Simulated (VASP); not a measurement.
Write the native input for VASP 6.6.1 that does the following.

| Property | Result |
| --- | --- |
| Task | single point |
| Functional | r2SCAN |
| Potentials or basis | VASP PAW PBE potentials, release 64 (Zr_sv, Ba_sv, Ge_d) |
| Cutoff | 520 eV |
| k mesh | 6 × 6 × 3 |
| Occupations | gaussian, width 0.0174 eV |
| Spin | no spin polarisation |
| Dipole correction | no |
| Further INCAR settings | ALGO = Normal; EDIFF = 1e-06; NBANDS = 45 |

Crystal: BaZrGe.

```
Zr Ba Ge
1.0
     4.55232    0.00000    0.00000
     0.00000    4.55232    0.00000
     0.00000    0.00000    8.01208
Zr Ba Ge
2 2 2
Direct
  0.00000 0.00000 0.00000
  0.50000 0.50000 0.00000
  0.50000 0.00000 0.66800
  0.00000 0.50000 0.33200
  0.50000 0.00000 0.19050
  0.00000 0.50000 0.80950
```

The input as run:

POSCAR

```
BaZrGe
1.0
    4.5523200000      0.0000000000      0.0000000000
    0.0000000000      4.5523200000      0.0000000000
    0.0000000000      0.0000000000      8.0120830000
Zr Ba Ge
2 2 2
Direct
    0.0000000000      0.0000000000      0.0000000000
    0.5000000000      0.5000000000      0.0000000000
    0.5000000000      0.0000000000      0.6680000000
    0.0000000000      0.5000000000      0.3320000000
    0.5000000000      0.0000000000      0.1905000000
    0.0000000000      0.5000000000      0.8095000000
```

INCAR.step1

```
SYSTEM = BaZrGe
ALGO     = Normal         ! electronic algorithm
EDIFF    = 1E-4           ! SCF threshold, eV
ENCUT    = 520            ! plane-wave cutoff, eV
GGA      = PE             ! functional
ISMEAR   = 0              ! smearing method
LASPH    = .TRUE.         ! aspherical terms in the spheres
LCHARG   = .FALSE.        ! write CHGCAR
LREAL    = .FALSE.        ! projectors in reciprocal space
LWAVE    = .TRUE.         ! write WAVECAR
NBANDS   = 45             ! bands
NELM     = 80             ! most SCF steps
PREC     = Accurate       ! precision mode
SIGMA    = 0.0174         ! smearing width, eV
```

INCAR.step2

```
SYSTEM = BaZrGe
ALGO     = Normal         ! electronic algorithm
EDIFF    = 1E-6           ! SCF threshold, eV
ENCUT    = 520            ! plane-wave cutoff, eV
ISIF     = 2              ! what is computed and relaxed
ISMEAR   = 0              ! smearing method
ISTART   = 1            
LASPH    = .TRUE.         ! aspherical terms in the spheres
LCHARG   = .FALSE.        ! write CHGCAR
LMIXTAU  = .TRUE.       
LREAL    = .FALSE.        ! projectors in reciprocal space
LWAVE    = .FALSE.        ! write WAVECAR
METAGGA  = R2SCAN         ! meta-GGA
NBANDS   = 45             ! bands
NELM     = 80             ! most SCF steps
PREC     = Accurate       ! precision mode
SIGMA    = 0.0174         ! smearing width, eV
```

KPOINTS

```
k-points
0
G
  6 6 3
  0 0 0
```

Potentials or basis: VASP PAW PBE potentials, release 64 (Zr_sv, Ba_sv, Ge_d).

Launch:

```sh
$ cat potpaw_PBE.64/Zr_sv/POTCAR potpaw_PBE.64/Ba_sv/POTCAR potpaw_PBE.64/Ge_d/POTCAR > POTCAR
$ cp INCAR.step1 INCAR
$ mpirun -np 1 vasp_std > vasp.out
$ cp INCAR.step2 INCAR
$ mpirun -np 1 vasp_std > vasp.out
```

Results of the run:

The pressure is 6.7 GPa, the largest force is 1.193 eV/Å and the band gap on the k mesh is zero (bands 36 and 37 overlap by 0.30 eV).

Caveat: the cell stands under pressure; the PAW data sets were made with another functional, which shifts forces and pressure a little; spin-orbit coupling is left out, which moves the levels of the heavy elements.

Wall time 9.2 min on 1 thread of Intel(R) Xeon(R) Platinum 8259CL CPU @ 2.50GHz (Skylake/Cascade Lake), with other jobs on the host, peak memory 0.38 GiB.
